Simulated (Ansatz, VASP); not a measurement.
## Two plane-wave programs on Si4Ru

```
Si Ru
1.0
     3.65021   -3.60902    0.00000
     3.65021    3.60902    0.00000
     0.00000    0.00000    2.97771
Si Ru
4 1
Direct
  0.32665 0.32665 0.00000
  0.26513 0.73487 0.50000
  0.73487 0.26513 0.50000
  0.67335 0.67335 0.00000
  0.00000 0.00000 0.00000
```

Change from the starting cell: species swapped into the OsCl4 type (Cmmm, No. 65).

Alike in both runs: functional PBE; k mesh 4 × 4 × 6; occupations gaussian, width 0.1 eV; no spin polarisation.

Ansatz relaxed the structure, and its values are those at the end. VASP's run is a single point on that final structure, the one shown.

```csv
,VASP,Ansatz
version,VASP 6.6.1,Ansatz 0.2.0
potentials or method,"VASP PAW PBE potentials, release 64 (Si, Ru_pv), cutoff 520 eV","scalar-relativistic, plane waves, PAW"
valence electrons in the cell,30,32
```

```tsv
	VASP	Ansatz	Ansatz less VASP
gap on the k mesh at the Fermi level (eV)	none	none	-
pressure (GPa)	0.0	0.0	+0.03
rms of the force components (eV/Å)	0.014	0.008	-0.0059
```

A gap of «none» marks a metal or a gap that the smearing closes. VASP's potentials hold 30 valence electrons a cell and Ansatz's 32, so a difference there can come from the potentials and not from the codes.
